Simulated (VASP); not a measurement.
Cs2AgBiBr6, 10 atoms in the cell. It takes space group Fm-3m (No. 225, cubic). Conventional cell: a = 11.478 Å, b = 11.478 Å, c = 11.478 Å, α = 90.00°, β = 90.00°, γ = 90.00°. Within 5.3 Å of Cs (site symmetry -43m) lie 12 Br at 4.06 Å and 4 Ag at 4.97 Å and 4 Bi at 4.97 Å. Within 3.8 Å of Ag (site symmetry m-3m) lie 6 Br at 2.85 Å. Bi (site symmetry m-3m) has 6 Br at 2.88 Å within 3.8 Å. Br (site symmetry 4mm) has 1 Ag at 2.85 Å and 1 Bi at 2.88 Å within 3.8 Å. 

```yaml
Program: VASP 6.6.1
Task: single point
Functional: PBE
Potentials_or_basis: VASP PAW PBE potentials, release 64 (Cs_sv, Ag, Bi_d, Br)
Cutoff: 520 eV
k_mesh: 4 × 4 × 4
Occupations: gaussian, width 0.01 eV
Spin: no spin polarisation
Dipole_correction: no
Further_INCAR_settings: ALGO = Normal; EDIFF = 1e-06; NBANDS = 54
```

Potentials or basis: VASP PAW PBE potentials, release 64 (Cs_sv, Ag, Bi_d, Br).

The run is started by

```console
$ cat potpaw_PBE.64/Cs_sv/POTCAR potpaw_PBE.64/Ag/POTCAR potpaw_PBE.64/Bi_d/POTCAR potpaw_PBE.64/Br/POTCAR > POTCAR
$ mpirun -np 1 vasp_std > vasp.out
```

Hardware: 1 thread of Intel Xeon 8259CL, with other jobs on the host.

Estimate the wall time of this run.

It took 7.1 min on 1 thread of Intel Xeon 8259CL, with other jobs on the host, peak memory 0.59 GiB. Counts: scf iterations 14, k points 8.
